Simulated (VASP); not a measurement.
Input of a VASP 6.6.1 run:

Contents of INCAR:

```
PREC     = Accurate       # precision mode
ENCUT    = 520            # plane-wave cutoff, eV
EDIFF    = 1E-6           # SCF threshold, eV
ISMEAR   = 1              # smearing method
SIGMA    = 0.1            # smearing width, eV
LREAL    = False          # projectors in reciprocal space
LASPH    = True           # aspherical terms in the spheres
NELM     = 100            # most SCF steps
ALGO     = Normal         # electronic algorithm
ISIF     = 2              # what is computed and relaxed
LWAVE    = False          # write WAVECAR
LCHARG   = True           # write CHGCAR
GGA      = PS             # functional
LELF     = True           # ELF
LVHAR    = True         
NBANDS   = 11             # bands
```

The input KPOINTS:

```
regular mesh
0
Gamma
  11 11 11
```

Contents of POSCAR:

```
Hf
1.0
   -1.5265120000      1.5265120000      3.0340320000
    1.5265120000     -1.5265120000      3.0340320000
    1.5265120000      1.5265120000     -3.0340320000
Hf
1
Direct
    0.0000000000      0.0000000000      0.0000000000
```

Potentials or basis: VASP PAW PBE potentials, release 64 (Hf_pv).

The run is started by

```sh
$ cat potpaw_PBE.64/Hf_pv/POTCAR > POTCAR
$ mpirun -np 1 vasp_std > vasp.out
```

(1) Estimate the band gap on the k mesh.

(2) Predict the pressure.

Results:

(1) zero (band 5 reaches 3.70 eV, above the bottom of band 6 at 2.27 eV).

(2) -18.1 GPa.

Caveat: the PAW data sets were made with another functional, which shifts forces and pressure a little; spin-orbit coupling is left out, which moves the levels of the heavy elements.
